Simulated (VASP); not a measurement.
Set up this calculation in VASP 6.6.1, as the native input.

| Item | Value |
| --- | --- |
| Task | single point |
| Functional | r2SCAN |
| Potentials or basis | VASP PAW PBE potentials, release 64 (Sn_d, Se) |
| Cutoff | 520 eV |
| k mesh | 6 × 6 × 4 |
| Occupations | fermi-dirac, width 0.02 eV |
| Spin | no spin polarisation |
| Dipole correction | no |
| Further INCAR settings | ALGO = Normal; EDIFF = 1e-07; NBANDS = 28 |

SnSe:

```
CELL_PARAMETERS angstrom
4.13822 0.00000 0.00000
-2.06911 3.58380 0.00000
0.00000 0.00000 7.48409
ATOMIC_POSITIONS crystal
Sn 0.00000 0.00000 0.00000
Sn 0.00000 0.00000 0.50000
Se 0.33333 0.66667 0.25000
Se 0.66667 0.33333 0.75000
```

The input as run:

POSCAR

```
SnSe
1.0
    4.1382210447      0.0000000000      0.0000000000
   -2.0691105224      3.5838045512      0.0000000000
    0.0000000000      0.0000000000      7.4840920889
Sn Se
2 2
Direct
    0.0000000000      0.0000000000      0.0000000000
    0.0000000000      0.0000000000      0.5000000000
    0.3333333333      0.6666666667      0.2500000000
    0.6666666667      0.3333333333      0.7500000000
```

INCAR.step1

```
SYSTEM = SnSe
ALGO     = Normal         ! electronic algorithm
EDIFF    = 1E-4           ! SCF threshold, eV
ENCUT    = 520            ! plane-wave cutoff, eV
GGA      = PE             ! functional
ISMEAR   = -1             ! smearing method
LASPH    = .True.         ! aspherical terms in the spheres
LCHARG   = .False.        ! write CHGCAR
LREAL    = .False.        ! projectors in reciprocal space
LWAVE    = .True.         ! write WAVECAR
NBANDS   = 28             ! bands
NELM     = 100            ! most SCF steps
PREC     = Accurate       ! precision mode
SIGMA    = 0.02           ! smearing width, eV
```

INCAR.step2

```
SYSTEM = SnSe
ALGO     = Normal         ! electronic algorithm
EDIFF    = 1E-7           ! SCF threshold, eV
ENCUT    = 520            ! plane-wave cutoff, eV
ISIF     = 2              ! what is computed and relaxed
ISMEAR   = -1             ! smearing method
ISTART   = 1            
LASPH    = .True.         ! aspherical terms in the spheres
LCHARG   = .False.        ! write CHGCAR
LMIXTAU  = .True.       
LREAL    = .False.        ! projectors in reciprocal space
LWAVE    = .False.        ! write WAVECAR
METAGGA  = R2SCAN         ! meta-GGA
NBANDS   = 28             ! bands
NELM     = 100            ! most SCF steps
PREC     = Accurate       ! precision mode
SIGMA    = 0.02           ! smearing width, eV
```

KPOINTS

```
k-points
0
Gamma
  6 6 4
  0 0 0
```

Potentials or basis: VASP PAW PBE potentials, release 64 (Sn_d, Se).

Command:

```bash
$ cat potpaw_PBE.64/Sn_d/POTCAR potpaw_PBE.64/Se/POTCAR > POTCAR
$ cp INCAR.step1 INCAR
$ mpirun -np 1 vasp_std > vasp.out
$ cp INCAR.step2 INCAR
$ mpirun -np 1 vasp_std > vasp.out
```

It gave:

```yaml
Pressure: 0.0 GPa
Band_gap_on_the_k_mesh: zero (band 20 reaches 6.11 eV, above the bottom of band 21 at 5.47 eV)
```

Caveat: the PAW data sets were made with another functional, which shifts forces and pressure a little; spin-orbit coupling is left out, which moves the levels of the heavy elements.

Wall time 2.4 min on 1 thread of Intel(R) Xeon(R) Platinum 8375C CPU @ 2.90GHz (Ice Lake) (shared host), peak memory 0.27 GiB.
